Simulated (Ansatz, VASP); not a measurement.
NiCl4: VASP beside Ansatz

INCAR

```
SYSTEM = NiCl4
ALGO     = Normal         ! electronic algorithm
EDIFF    = 1E-6           ! SCF threshold, eV
EDIFFG   = -0.08          ! ionic threshold
ENCUT    = 600            ! plane-wave cutoff, eV
GGA      = PE             ! functional
IBRION   = 2              ! ionic algorithm
ISIF     = 3              ! what is computed and relaxed
ISMEAR   = 0              ! smearing method
ISPIN    = 2              ! spin polarisation
LASPH    = .True.         ! aspherical terms in the spheres
LCHARG   = .False.        ! write CHGCAR
LMAXMIX  = 4              ! l up to which the mixer works
LORBIT   = 11             ! projections on sites
LREAL    = .False.        ! projectors in reciprocal space
LWAVE    = .False.        ! write WAVECAR
MAGMOM   = 2 0 0 0 0      ! initial moments
NELM     = 150            ! most SCF steps
NSW      = 36             ! ionic steps
PREC     = Accurate       ! precision mode
SIGMA    = 0.15           ! smearing width, eV
```

KPOINTS

```
k-points
0
Gamma
  3 3 3
  0 0 0
```

POSCAR

```
NiCl4
1.0
   -2.9307997000      3.4558877000      3.5750826200
    2.9307997000     -3.4558877000      3.5750826200
    2.9307997000      3.4558877000     -3.5750826200
Ni Cl
1 4
Direct
    0.0000000000      0.0000000000      0.0000000000
    0.0000000000      0.0000000000      0.5000000000
    0.0000000000      0.5000000000      0.0000000000
    0.5000000000      0.5000000000      0.5000000000
    0.5000000000      0.0000000000      0.0000000000
```

Input for Ansatz:

```yaml
crystal:
  lattice:
    - [-2.9307997, 3.4558877, 3.57508262]
    - [2.9307997, -3.4558877, 3.57508262]
    - [2.9307997, 3.4558877, -3.57508262]
  atoms:
    - { symbol: Ni, position: [0.0, 0.0, 0.0], spin: 2.0 }
    - { symbol: Cl, position: [0.0, 0.0, 0.5] }
    - { symbol: Cl, position: [0.0, 0.5, 0.0] }
    - { symbol: Cl, position: [0.5, 0.5, 0.5] }
    - { symbol: Cl, position: [0.5, 0.0, 0.0] }
basis:
  ecutwfc: 420
kpoints:
  mp_grid: { grid: [3, 3, 3] }
hamiltonian:
  xc: pbe
scf:
  occupations: { method: gaussian, width: 0.15 }
  lower_state_search: "off"
output:
  forces: true
  stress: true
  eigenvalues: true
  populations: true
magnetization:
  spin_polarized: true
relax:
  adjacent_minimum: "off"
  f_tol: 0.08
  max_steps: 16
  cell: { stress_tol: 0.8 }
```

Alike in both runs: task relaxation of cell and atoms; functional PBE; k mesh 3 × 3 × 3; occupations gaussian, width 0.15 eV; collinear spin.

|  | VASP | Ansatz |
| --- | --- | --- |
| version | VASP 6.6.1 | Ansatz 0.2.0 |
| potentials or method | VASP PAW PBE potentials, release 64 (Ni, Cl), cutoff 600 eV | scalar-relativistic, plane waves, PAW |
| valence electrons in the cell | 38 | 46 |

|  | VASP | Ansatz | Ansatz less VASP |
| --- | --- | --- | --- |
| gap on the k mesh at the Fermi level, each at its own relaxed structure (eV) | none | none | - |
| net moment per atom (μB) | 0.27 | 0.25 | -0.012 |
| size of the moment on the site where the two differ most (μB) | 1.02 | 0.99 | -0.032 |
| relaxed volume (Å³/atom) | 21.20 | 20.82 | -0.372 |
| relaxed cell length with the largest relative difference (Å) | 5.190 | 5.157 | -0.0335 |

Site moments also hang on the region over which each program counts them. A gap of «none» marks a metal or a gap that the smearing closes. VASP's potentials hold 38 valence electrons a cell and Ansatz's 46, so a difference there can come from the potentials and not from the codes.

The k mesh is coarse, so the values compare programs but aren't converged. Noted on VASP's run: the volume moved by over 15 % at a fixed basis, so the end points are rough.
